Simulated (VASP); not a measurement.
Cd, 1 atom in the cell. It takes space group Fm-3m (No. 225, cubic). The conventional cell has a = 4.500 Å, b = 4.500 Å, c = 4.500 Å, α = 90.00°, β = 90.00°, γ = 90.00°. Within 4.2 Å of Cd (site symmetry m-3m) lie 12 Cd at 3.18 Å. 

| Property | Result |
| --- | --- |
| Program | VASP 6.6.1 |
| Task | density of states |
| Functional | PBE |
| Potentials or basis | VASP PAW PBE potentials, release 64 (Cd) |
| Cutoff | 520 eV |
| k mesh | 14 × 14 × 14 |
| Occupations | fermi-dirac, width 0.08 eV |
| Spin | no spin polarisation |
| Dipole correction | no |
| k mesh for the DOS | 21 × 21 × 21 |
| Occupations for the DOS | tetrahedron |
| Further INCAR settings | ALGO = Normal; EDIFF = 1e-07; NBANDS = 12 |

Potentials or basis: VASP PAW PBE potentials, release 64 (Cd).

Run with:

```console
$ cat potpaw_PBE.64/Cd/POTCAR > POTCAR
$ cp INCAR.step1 INCAR
$ cp KPOINTS.step1 KPOINTS
$ mpirun -np 1 vasp_std > vasp.out
$ cp INCAR.step2 INCAR
$ cp KPOINTS.step2 KPOINTS
$ mpirun -np 1 vasp_std > vasp.out
```

Hardware: 1 thread of AMD EPYC 7R13 (shared host).

How long does it take, and how much memory?

Run time: 84 s on 1 thread of AMD EPYC 7R13, with other jobs on the host, peak memory 0.16 GiB. Counts: k points 286.
